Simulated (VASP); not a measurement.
## Si5Mo3: single point with PBE

System: Si5Mo3.

```
Si Mo
1.0
     7.45741    0.08098    0.17755
     0.08098    6.80349    0.10540
     0.17755    0.10540    7.53982
Si Mo
15 9
Direct
  0.93702 0.01780 0.88148
  0.54703 0.12006 0.38398
  0.83134 0.50382 0.54210
  0.48851 0.26169 0.72512
  0.35001 0.81763 0.42934
  0.10672 0.27879 0.01609
  0.16564 0.86951 0.12980
  0.66447 0.83700 0.50800
  0.29879 0.75608 0.80079
  0.18257 0.13250 0.65463
  0.72961 0.45474 0.87729
  0.59128 0.69460 0.14674
  0.07253 0.52045 0.28431
  0.48713 0.07243 0.05567
  0.44325 0.45636 0.36350
  0.78519 0.16158 0.59502
  0.81908 0.95028 0.20520
  0.63992 0.83898 0.84741
  0.02411 0.64061 0.95319
  0.40889 0.43709 0.00512
  0.76529 0.37330 0.22447
  0.21713 0.16831 0.29807
  0.19292 0.50044 0.59947
  0.01576 0.82554 0.55961
```

* Program: VASP 6.6.1
* Task: single point
* Functional: PBE
* Potentials or basis: VASP PAW PBE potentials, release 64 (Si, Mo_sv)
* Cutoff: 400 eV
* k mesh: 1 × 1 × 1, shifted
* Occupations: fermi-dirac, width 0.05 eV
* Spin: no spin polarisation

| Quantity | Value |
| --- | --- |
| Pressure | -6.5 GPa |
| Largest force | 1.661 eV/Å |

Forces in eV/Å, atoms in the order of the input:
```
Si  -0.481  0.005 -0.284
Si  -0.390  0.693 -0.969
Si   0.659  0.843 -0.417
Si  -0.164 -0.144  0.559
Si  -0.298 -0.449  0.412
Si  -1.142 -0.105 -1.014
Si  -0.194  0.166  0.576
Si   0.620 -1.299  0.352
Si   1.584  0.470 -0.169
Si  -0.896 -0.501 -0.193
Si   0.343 -0.247 -0.184
Si   0.333 -0.087  0.615
Si  -0.631 -0.019 -0.349
Si   0.349  0.792  0.189
Si  -0.084  0.037 -0.331
Mo   1.041 -0.083  0.233
Mo  -0.067  0.701  0.443
Mo  -0.204 -0.180 -0.302
Mo  -0.891 -0.207  0.234
Mo  -0.604  0.638 -0.460
Mo   0.746 -0.268 -0.010
Mo   0.605 -0.841  0.695
Mo   0.556 -0.692 -0.069
Mo  -0.792  0.779  0.444
```

Stress tensor (GPa, compression positive):
```
-9.12  1.10  1.57
 1.10 -3.26 -1.80
 1.57 -1.80 -7.25
```

Levels at points of the mesh, in eV from the Fermi level:
| k point | band 91 | band 92 | band 93 | band 94 | band 95 | band 96 |
| --- | --- | --- | --- | --- | --- | --- |
| (0.25, 0.25, 0.25) | -0.40 | -0.35 | -0.09 | 0.09 | 0.33 | 0.39 |

Wall time 2 min on 1 thread of Intel Xeon 8259CL (shared host), peak memory 0.33 GiB.

Caveat: the atoms stand as in a frame of molecular dynamics.
